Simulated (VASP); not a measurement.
# WSe2 in VASP: single point with PBE

Aim: the single point of WSe2 with PBE.

All numbers are computed with VASP 6.6.1; they aren't measurements. Logs are shortened: lines on timing, memory, paths and dates and some standing lists are left out, and cuts for length are marked.

## (1) The cell of the first run

The cell holds a slab with vacuum, 12 atoms: a = 3.321 Å, b = 3.321 Å, c = 35.862 Å, α = 90.00°, β = 90.00°, γ = 120.00°.

## (2) Single point, PBE (strain -0.0750 x Voigt [0, 0, 1, 0, 0, 0])

File INCAR:

```
PREC = Accurate ; ENCUT = 520
EDIFF = 1E-7 ; ISMEAR = 0
SIGMA = 0.05 ; LREAL = F
LASPH = T ; NELM = 60
ALGO = Normal ; ISIF = 2
LWAVE = F ; LCHARG = T
GGA = PE ; LELF = T
LVHAR = T ; NBANDS = 64
```

File KPOINTS:

```
regular mesh
0
Gamma
  12 12 1
```

File POSCAR:

```
WSe2
1.0
    3.3206779314      0.0000000000      0.0000000000
   -1.6603389657      2.8757914463      0.0000000000
    0.0000000000      0.0000000000     35.8623497995
W Se
4 8
Direct
    0.6666666667      0.3333333333      0.9017078408
    0.6666666667      0.3333333333      0.2946354236
    0.3333333333      0.6666666667      0.7053645764
    0.3333333333      0.6666666667      0.0982921592
    0.3333333333      0.6666666667      0.9449957770
    0.3333333333      0.6666666667      0.3379184716
    0.6666666667      0.3333333333      0.7486532095
    0.6666666667      0.3333333333      0.1415801562
    0.3333333333      0.6666666667      0.8584198438
    0.3333333333      0.6666666667      0.2513467905
    0.6666666667      0.3333333333      0.6620815284
    0.6666666667      0.3333333333      0.0550042230
```

Potentials or basis: VASP PAW PBE potentials, release 64 (W_sv, Se).

Command:

```bash
> cat potpaw_PBE.64/W_sv/POTCAR potpaw_PBE.64/Se/POTCAR > POTCAR
> mpirun -np 1 vasp_std > vasp.out
```

OUTCAR:

```text
PREC = Accurate
   ENCUT = 520
   EDIFF = 1E-7
   ISMEAR = 0
   LREAL = F
   LASPH = T
   NELM = 60
   ISIF = 2
   GGA = PE

 ion  position               nearest neighbor table
   1  0.667  0.333  0.902-   5 2.47   5 2.47   5 2.47   9 2.47   9 2.47   9 2.47
   2  0.667  0.333  0.295-   6 2.47   6 2.47   6 2.47  10 2.47  10 2.47  10 2.47
   3  0.333  0.667  0.705-  11 2.47  11 2.47  11 2.47   7 2.47   7 2.47   7 2.47
   4  0.333  0.667  0.098-  12 2.47  12 2.47  12 2.47   8 2.47   8 2.47   8 2.47
   5  0.333  0.667  0.945-   1 2.47   1 2.47   1 2.47
   6  0.333  0.667  0.338-   2 2.47   2 2.47   2 2.47
   7  0.667  0.333  0.749-   3 2.47   3 2.47   3 2.47
   8  0.667  0.333  0.142-   4 2.47   4 2.47   4 2.47
   9  0.333  0.667  0.858-   1 2.47   1 2.47   1 2.47
  10  0.333  0.667  0.251-   2 2.47   2 2.47   2 2.47
  11  0.667  0.333  0.662-   3 2.47   3 2.47   3 2.47
  12  0.667  0.333  0.055-   4 2.47   4 2.47   4 2.47

  LATTYP: Found a hexagonal cell.
 ALAT       =     3.3206779314
 C/A-ratio  =    10.7997073310

  Lattice vectors:

 A1 = (   3.3206779314,   0.0000000000,   0.0000000000)
 A2 = (  -1.6603389657,   2.8757914463,   0.0000000000)
 A3 = (   0.0000000000,   0.0000000000,  35.8623497995)

Analysis of symmetry for initial positions (statically):
=====================================================================
 Subroutine PRICEL returns:
 Original cell was already a primitive cell.

 Routine SETGRP: Setting up the symmetry group for a
 hexagonal supercell.

 Subroutine GETGRP returns: Found 12 space group operations
 (whereof 12 operations were pure point group operations)
 out of a pool of 24 trial point group operations.

The static configuration has the point symmetry D_3d.

Analysis of symmetry for dynamics (positions and initial velocities):
=====================================================================
 Subroutine PRICEL returns:
 Original cell was already a primitive cell.

 Routine SETGRP: Setting up the symmetry group for a
 hexagonal supercell.

 Subroutine GETGRP returns: Found 12 space group operations
 (whereof 12 operations were pure point group operations)
 out of a pool of 24 trial point group operations.

The dynamic configuration has the point symmetry D_3d.

 Subroutine INISYM returns: Found 12 space group operations
 (whereof 12 operations are pure point group operations),
 and found     1 'primitive' translations

----------------------------------------------------------------------------------------

                                     Primitive cell

  volume of cell :     342.4703

  direct lattice vectors                    reciprocal lattice vectors
     3.320677931  0.000000000  0.000000000     0.301143327  0.173865181  0.000000000
    -1.660338966  2.875791446  0.000000000     0.000000000  0.347730362  0.000000000
     0.000000000  0.000000000 35.862349800     0.000000000  0.000000000  0.027884397

  length of vectors
     3.320677931  3.320677931 35.862349800     0.347730362  0.347730362  0.027884397

  position of ions in fractional coordinates (direct lattice)
     0.666666667  0.333333333  0.901707841
     0.666666667  0.333333333  0.294635424
     0.333333333  0.666666667  0.705364576
     0.333333333  0.666666667  0.098292159
     0.333333333  0.666666667  0.944995777
     0.333333333  0.666666667  0.337918472
     0.666666667  0.333333333  0.748653209
     0.666666667  0.333333333  0.141580156
     0.333333333  0.666666667  0.858419844
     0.333333333  0.666666667  0.251346791
     0.666666667  0.333333333  0.662081528
     0.666666667  0.333333333  0.055004223

  ion indices of the primitive-cell ions
   primitive index   ion index
                 1           1
                 2           2
                 3           3
                 4           4
                 5           5
                 6           6
                 7           7
                 8           8
                 9           9
                10          10
                11          11
                12          12

----------------------------------------------------------------------------------------

 KPOINTS: regular mesh

Automatic generation of k-mesh.
 Grid dimensions read from file:
 generate k-points for:   12   12    1

 Generating k-lattice:

  Cartesian coordinates                     Fractional coordinates (reciprocal lattice)
     0.025095277  0.014488765  0.000000000     0.083333333  0.000000000  0.000000000
     0.000000000  0.028977530  0.000000000     0.000000000  0.083333333  0.000000000
     0.000000000  0.000000000  0.027884397     0.000000000  0.000000000  1.000000000

  Length of vectors
     0.028977530  0.028977530  0.027884397

  Shift w.r.t. Gamma in fractional coordinates (k-lattice)
     0.000000000  0.000000000  0.000000000

 Subroutine IBZKPT returns following result:
 ===========================================

 Found     19 irreducible k-points:

 Following reciprocal coordinates:
            Coordinates               Weight
  0.000000  0.000000  0.000000      1.000000
  0.083333 -0.000000  0.000000      6.000000
  0.166667 -0.000000  0.000000      6.000000
  0.250000  0.000000  0.000000      6.000000
  0.333333 -0.000000  0.000000      6.000000
  0.416667  0.000000  0.000000      6.000000
[... 11 lines left out ...]
  0.333333  0.250000  0.000000     12.000000
  0.333333  0.333333  0.000000      2.000000
   k-points           NKPTS =     19   k-points in BZ     NKDIM =     19   number of bands    NBANDS=     64
   number of dos      NEDOS =    301   number of ions     NIONS =     12
   total plane-waves  NPLWV = 211680
   dimension x,y,z NGX =    28 NGY =   28 NGZ =  270
   dimension x,y,z NGXF=    56 NGYF=   56 NGZF=  540
   ions per type =               4   8
   NGX,Y,Z   is equivalent  to a cutoff of  14.02, 14.02, 12.52 a.u.
   NGXF,Y,Z  is equivalent  to a cutoff of  28.04, 28.04, 25.03 a.u.
 SYSTEM =  unknown system
   PREC   = accura    normal or accurate (medium, high low for compatibility)
   ISTART =      0    job   : 0-new  1-cont  2-samecut
   ICHARG =      2    charge: 1-file 2-atom 10-const
   ISPIN  =      1    spin polarized calculation?
   LNONCOLLINEAR =      F non collinear calculations
   LSORBIT =      F    spin-orbit coupling
   LASPH  =      T    aspherical Exc in radial PAW
   ENCUT  =  520.0 eV  38.22 Ry    6.18 a.u.   6.17  6.17 66.68*2*pi/ulx,y,z
   NELM   =     60;   NELMIN=  2; NELMDL= -5     # of ELM steps
   EDIFF  = 0.1E-06   stopping-criterion for ELM
   LREAL  =      F    real-space projection
   EDIFFG = 0.1E-05   stopping-criterion for IOM
   NSW    =      0    number of steps for IOM
   IBRION =     -1    ionic relax: 0-MD 1-quasi-New 2-CG
   NFREE  =      0    steps in history (QN), initial steepest desc. (CG)
   ISIF   =      2    stress and relaxation
   ISYM   =      2    0-nonsym 1-usesym 2-fastsym
   POTIM  = 0.5000    time-step for ionic-motion
   TEBEG  =    0.0;   TEEND  =   0.0 temperature during run
   PSTRESS=    0.0 pullay stress
   NELECT =     104.0000    total number of electrons
   NUPDOWN=      -1.0000    fix difference up-down
   EMIN   =  10.00;   EMAX   =-10.00  energy-range for DOS
   EFERMI =   0.00;   METHOD = LEGACY
   ISMEAR =     0;   SIGMA  =   0.05  broadening in eV -4-tet -1-fermi 0-gaus
   EFERMI_NEDOS =   21; number of points for ismear=-14 and -15
   IALGO  =     38    algorithm
   IMIX   =      4    mixing-type and parameters
     AMIX     =   0.40;   BMIX     =  1.00
     AMIX_MAG =   1.60;   BMIX_MAG =  1.00
  volume/ion in A,a.u.               =      28.54       192.59
  Fermi-wavevector in a.u.,A,eV,Ry     =   1.100386  2.079428 16.474600  1.210849
  Thomas-Fermi vector in A             =   2.236796
   LORBIT       =      0    0 simple, 1 ext, 2 COOP (PROOUT), +10 PAW based schemes
   GGA     = PE    functional components
   LHFCALC =     F    Hartree Fock is set to
   AEXX    =    0.0000 exact exchange contribution
   IVDW    =     0    specifies the selected vdW correction
   LEPSILON=     F    determine dielectric tensor
   LRPA    =     F    only Hartree local field effects (RPA)
 non-spin polarized calculation
 Gauss-broadening in eV      SIGMA  =   0.05
  energy-cutoff  :      520.00
  volume of cell :      342.47
 maximum number of plane-waves:      9256
 NGX is ok and might be reduce to    28
   NGX = 13   NGY = 13   NGZ =133

 number of electron     103.9999996 magnetization

 Free energy of the ion-electron system (eV)
  ---------------------------------------------------
  ext. energy  EPLUGINS =         0.00000000
  ---------------------------------------------------
  free energy    TOTEN  =       -85.24824851 eV

  energy without entropy =      -85.24824851  energy(sigma->0) =      -85.24824851

 E-fermi :   3.4091     XC(G=0):  -8.0138

 val. band max:        3.0892936701   @ k =   0.0000   0.0000   0.0000
 cond. band min:       3.8293971051   @ k =   0.3333   0.3333   0.0000
 fundamental gap:      0.7401034350
 Fermi energy:         3.4091259347

 k-point     1 :       0.0000    0.0000    0.0000
  band No.  band energies     occupation
      1     -71.2664      2.00000
      2     -71.2664      2.00000
      3     -71.2658      2.00000
      4     -71.2658      2.00000
      5     -35.5322      2.00000
      6     -35.5322      2.00000
[... 56 lines left out ...]
     63       6.1347      0.00000
     64       6.1474      0.00000

 k-point     2 :       0.0833   -0.0000    0.0000
  band No.  band energies     occupation
      1     -71.2657      2.00000
      2     -71.2657      2.00000
      3     -71.2651      2.00000
      4     -71.2651      2.00000
      5     -35.5290      2.00000
      6     -35.5290      2.00000
[... 56 lines left out ...]
     63       5.8903      0.00000
     64       5.9069      0.00000

 k-point     3 :       0.1667   -0.0000    0.0000
  band No.  band energies     occupation
      1     -71.2640      2.00000
      2     -71.2640      2.00000
      3     -71.2633      2.00000
      4     -71.2633      2.00000
      5     -35.5342      2.00000
      6     -35.5342      2.00000
[... 1061 lines left out ...]
     63       6.2513      0.00000
     64       6.3588      0.00000

 k-point    19 :       0.3333    0.3333    0.0000
  band No.  band energies     occupation
      1     -71.2556      2.00000
      2     -71.2556      2.00000
      3     -71.2549      2.00000
      4     -71.2549      2.00000
      5     -35.6521      2.00000
      6     -35.6521      2.00000
[... 56 lines left out ...]
     63       6.4404      0.00000
     64       6.4404      0.00000

------------------------ aborting loop because EDIFF is reached ----------------------------------------

  FORCE on cell =-STRESS in cart. coord.  units (eV):
  Direction    XX          YY          ZZ          XY          YZ          ZX
  --------------------------------------------------------------------------------------
  -------------------------------------------------------------------------------------
  Total       13.3079883     13.3079883     32.2185347      0.0000000      0.0000000      0.0000000
  in kB       62.2587083     62.2587083    150.7278422      0.0000000      0.0000000      0.0000000
  external PRESSURE =      91.7484196 kB  Pullay stress =       0.0000000 kB

 VOLUME and BASIS-vectors are now :
 -----------------------------------------------------------------------------
  energy-cutoff  :      520.00
  volume of cell :      342.47
      direct lattice vectors                 reciprocal lattice vectors
     3.320677931  0.000000000  0.000000000     0.301143327  0.173865181  0.000000000
    -1.660338966  2.875791446  0.000000000     0.000000000  0.347730362  0.000000000
     0.000000000  0.000000000 35.862349800     0.000000000  0.000000000  0.027884397

 POSITION                                       TOTAL-FORCE (eV/Angst)
 -----------------------------------------------------------------------------------
      1.66034      0.95860     32.33736         0.000000     -0.000000     -0.000026
      1.66034      0.95860     10.56632        -0.000000     -0.000000      0.003274
     -0.00000      1.91719     25.29603        -0.000000      0.000000     -0.003274
     -0.00000      1.91719      3.52499        -0.000000      0.000000      0.000026
     -0.00000      1.91719     33.88977        -0.000000      0.000000      2.574018
     -0.00000      1.91719     12.11855        -0.000000      0.000000      2.583949
      1.66034      0.95860     26.84846        -0.000000     -0.000000      2.574482
      1.66034      0.95860      5.07740         0.000000     -0.000000      2.573543
     -0.00000      1.91719     30.78495        -0.000000      0.000000     -2.573543
     -0.00000      1.91719      9.01389         0.000000      0.000000     -2.574482
      1.66034      0.95860     23.74380        -0.000000     -0.000000     -2.583949
      1.66034      0.95860      1.97258        -0.000000     -0.000000     -2.574018
 -----------------------------------------------------------------------------------
    total drift:                                0.000000     -0.000000      0.000000

  FREE ENERGIE OF THE ION-ELECTRON SYSTEM (eV)
  ---------------------------------------------------
  free  energy   TOTEN  =       -85.2482485113 eV

  energy  without entropy=      -85.2482485113  energy(sigma->0) =      -85.24824851
```

Run time: 66 min. Hardware: 1 thread of AMD EPYC 7R13 (Zen 3), shared host; peak memory 0.63 GiB.

Results:

| Property | Result |
| --- | --- |
| Free energy | -85.2482 eV |
| Largest force | 2.584 eV/Å |
| Band gap on the k mesh | 0.74 eV, indirect (least direct gap 1.25 eV) |

Forces in eV/Å, atoms in the order of the input:
```
W    0.000  0.000  0.000
W    0.000  0.000  0.003
W    0.000  0.000 -0.003
W    0.000  0.000  0.000
Se   0.000  0.000  2.574
Se   0.000  0.000  2.584
Se   0.000  0.000  2.574
Se   0.000  0.000  2.574
Se   0.000  0.000 -2.574
Se   0.000  0.000 -2.574
Se   0.000  0.000 -2.584
Se   0.000  0.000 -2.574
```

Caveat: the cell differs from its parent crystal (strain -0.0750 x Voigt [0, 0, 1, 0, 0, 0]); spin-orbit coupling is left out, which moves the levels of the heavy elements.
